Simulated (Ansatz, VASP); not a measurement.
**Al2Si2C: VASP beside Ansatz**

```
Al Si C
1.0
     3.90150    0.00000    0.00000
     0.00000    3.90150    0.00000
     0.00000    0.00000    5.32073
Al Si C
2 2 1
Cartesian
  1.9507 0.0000 2.6604
  0.0000 1.9507 2.6604
  1.9507 0.0000 0.0000
  0.0000 1.9507 0.0000
  0.0000 0.0000 0.0000
```

Alike in both runs: functional PBE; k mesh 10 × 10 × 8; occupations gaussian, width 0.1 eV; no spin polarisation.

Ansatz relaxed the structure, and its values are those at the end. VASP's run is a single point on that final structure, the one shown.

|  | VASP | Ansatz |
| --- | --- | --- |
| version | VASP 6.6.1 | Ansatz 0.2.0 |
| potentials or method | VASP PAW PBE potentials, release 64 (Al, Si, C), cutoff 520 eV | scalar-relativistic, plane waves, PAW |
| valence electrons in the cell | 18 | 18 |

```csv
,VASP,Ansatz,Ansatz less VASP
gap on the k mesh at the Fermi level (eV),none,none,-
pressure (GPa),0.0,0.0,+0.01
```

A gap of «none» marks a metal or a gap that the smearing closes. With one functional, cell and mesh, what is left measures potentials, basis and numerics.
